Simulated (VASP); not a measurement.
## ZnCd2Se3: relaxation of cell and atoms with PBE

The system is ZnCd2Se3.

```
CELL_PARAMETERS angstrom
-2.05569 2.05569 8.72157
2.05569 -2.05569 8.72157
2.05569 2.05569 -8.72157
ATOMIC_POSITIONS crystal
Zn 0.50000 0.50000 0.00000
Cd 0.83333 0.83333 0.00000
Cd 0.16667 0.16667 0.00000
Se 0.41667 0.91667 0.50000
Se 0.08333 0.58333 0.50000
Se 0.75000 0.25000 0.50000
```

* Program: VASP 6.6.1
* Task: relaxation of cell and atoms
* Functional: PBE
* Potentials or basis: VASP PAW PBE potentials, release 64 (Zn, Cd, Se)
* Cutoff: 600 eV
* k mesh: 6 × 6 × 6
* Occupations: gaussian, width 0.1 eV
* Spin: no spin polarisation
* Dipole correction: no
* Further INCAR settings: ALGO = Normal; EDIFF = 1e-06; IBRION = 2; EDIFFG = -0.04; NSW = 90; ISIF = 3

- Relaxed volume: 27.60 Å³/atom
- Relaxed cell: a = 9.600 Å, b = 9.600 Å, c = 9.600 Å, α = 154.35°, β = 154.35°, γ = 36.59°
- Space group after relaxing (to 0.1 Å): I-4m2 (No. 119)
- Energy gained by relaxing: 115.4 meV/atom
- Ionic steps: 8
- Pressure after relaxing: 0.1 GPa
- Largest force after relaxing: 0.019 eV/Å
- Band gap on the k mesh: 0.61 eV

Forces in eV/Å, atoms in the order of the input:
```
Zn   0.000  0.000  0.000
Cd   0.000  0.000 -0.015
Cd   0.000  0.000  0.015
Se   0.000  0.000 -0.019
Se   0.000  0.000  0.019
Se   0.000  0.000  0.000
```

Step by step:
| step | energy change (eV) | largest force (eV/Å) | pressure (GPa) | volume (Å³) |
| --- | --- | --- | --- | --- |
| 1 | 0.0000 | 1.5454 | 8.53 | 147.43 |
| 2 | -0.5316 | 0.4063 | -2.43 | 177.13 |
| 3 | -0.5874 | 0.6223 | -0.47 | 169.00 |
| 4 | -0.6281 | 0.4499 | -0.28 | 167.94 |
| 5 | -0.6779 | 0.3247 | 0.41 | 164.79 |
| 6 | -0.6901 | 0.1158 | -0.17 | 166.64 |
| 7 | -0.6903 | 0.1151 | -0.22 | 166.86 |
| 8 | -0.6924 | 0.0193 | 0.13 | 165.60 |

Final structure:
```
CELL_PARAMETERS angstrom
-2.13117 2.13117 9.11488
2.13117 -2.13117 9.11488
2.13117 2.13117 -9.11488
ATOMIC_POSITIONS crystal
Zn 0.50000 0.50000 0.00000
Cd 0.83832 0.83832 0.00000
Cd 0.16168 0.16168 0.00000
Se 0.42689 0.92689 0.50000
Se 0.07311 0.57311 0.50000
Se 0.75000 0.25000 0.50000
```

Levels at points of the mesh, in eV from the valence-band top:
| k point | band 24 | band 25 | band 26 | band 27 | band 28 | band 29 | band 30 | band 31 |
| --- | --- | --- | --- | --- | --- | --- | --- | --- |
| (0.00, 0.00, 0.00) | -1.22 | -0.11 | 0.00 | 0.00 | 0.61 | 3.32 | 3.52 | 3.70 |
| (0.50, 0.00, 0.00) | -1.08 | -0.74 | -0.63 | -0.57 | 2.28 | 3.21 | 3.42 | 5.67 |
| (0.50, 0.50, 0.00) | -2.08 | -2.08 | -1.79 | -1.79 | 3.15 | 3.54 | 4.34 | 4.40 |
| (0.50, 0.50, 0.50) | -0.64 | -0.64 | -0.43 | -0.43 | 2.41 | 2.45 | 3.29 | 3.53 |

It took 69 min on 1 thread of Intel Xeon 8259CL, with other jobs on the host, peak memory 1.1 GiB.

Caveat: semilocal functionals underestimate gaps, and a narrow one can read as zero. A k mesh can miss the band edges.
